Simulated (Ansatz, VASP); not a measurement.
# BeCo in VASP and in Ansatz

The input INCAR:

```
SYSTEM = BeCo
  ALGO = Normal
  EDIFF = 1E-6
  ENCUT = 520
  GGA = PS
  ISIF = 2
  ISMEAR = -1
  ISPIN = 2
  LASPH = .TRUE.
  LCHARG = .FALSE.
  LMAXMIX = 4
  LORBIT = 11
  LREAL = .FALSE.
  LWAVE = .FALSE.
  MAGMOM = 0 3.2
  NBANDS = 16
  NELM = 150
  PREC = Accurate
  SIGMA = 0.1
```

The input KPOINTS:

```
k-points
0
G
  11 11 11
  0 0 0
```

POSCAR

```
BeCo
1.0
    2.6232587811      0.0000000000      0.0000000000
    0.0000000000      2.6232587811      0.0000000000
    0.0000000000      0.0000000000      2.6232587811
Be Co
1 1
Direct
    0.0000000000      0.0000000000      0.0000000000
    0.5000000000      0.5000000000      0.5000000000
```

Input for Ansatz:

```yaml
crystal:
  lattice:
    - [2.6232587811136545, 0.0, 0.0]
    - [0.0, 2.6232587811136545, 0.0]
    - [0.0, 0.0, 2.6232587811136545]
  atoms:
    - { symbol: Be, position: [0.0, 0.0, 0.0] }
    - { symbol: Co, position: [0.5, 0.5, 0.5], spin: 3.2 }
kpoints:
  mp_grid:
    grid: [11, 11, 11]
hamiltonian:
  xc: pbesol
  pseudopotentials:
    kind: all_electron
    lapw:
      basis_error: 0.001
magnetization:
  spin_polarized: true
scf:
  occupations:
    method: fermi_dirac
    width: 0.1
```

Alike in both runs: task single point; functional PBEsol; k mesh 11 × 11 × 11; occupations fermi-dirac, width 0.1 eV; collinear spin.

|  | VASP | Ansatz |
| --- | --- | --- |
| version | VASP 6.6.1 | Ansatz 0.2.0 |
| potentials or method | VASP PAW PBE potentials, release 64 (Be, Co), cutoff 520 eV | all-electron (LAPW or listed datasets) |

Ansatz gave:

* net moment per atom (μB): 0.20
* size of the moment on the site where the two differ most (μB): 0.43

Problem. Estimate VASP's values.

Solution. net moment per atom (μB): 0.19; size of the moment on the site where the two differ most (μB): 0.41.

VASP's potentials were made for PBE, not for PBEsol. Site moments also hang on the region over which each program counts them. Ansatz ran all-electron here, and VASP with PAW potentials. Ansatz's warnings: given moment on shells.
